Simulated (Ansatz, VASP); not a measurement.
# One calculation of Pt, two programs

```xyz
2
Lattice="2.7252 0.0000 0.0000 -1.3626 2.3601 0.0000 0.0000 0.0000 4.7068" Properties=species:S:1:pos:R:3 pbc="T T T"
Pt    1.3626    0.7867    3.5301
Pt    0.0000    1.5734    1.1767
```

Alike in both runs: task single point; functional PBEsol; k mesh 12 × 12 × 8; occupations gaussian, width 0.15 eV; no spin polarisation.

|  | VASP | Ansatz |
| --- | --- | --- |
| version | VASP 6.6.1 | Ansatz 0.2.0 |
| potentials or method | VASP PAW PBE potentials, release 64 (Pt), cutoff 520 eV | scalar-relativistic, plane waves, PAW |
| valence electrons in the cell | 20 | 36 |

Ansatz gave:

| Property | Result |
| --- | --- |
| gap on the k mesh at the Fermi level (eV) | none |
| pressure (GPa) | 0.2 |
| traceless stress, the component that is largest in VASP (GPa) | -0.17 |

What did VASP give for the same quantities?

gap on the k mesh at the Fermi level (eV): none; pressure (GPa): -0.2; traceless stress, the component that is largest in VASP (GPa): -0.30.

VASP's potentials were made for PBE, not for PBEsol. A gap of «none» marks a metal or a gap that the smearing closes. VASP's potentials hold 20 valence electrons a cell and Ansatz's 36, so a difference there can come from the potentials and not from the codes.

Spin-orbit coupling is off throughout.
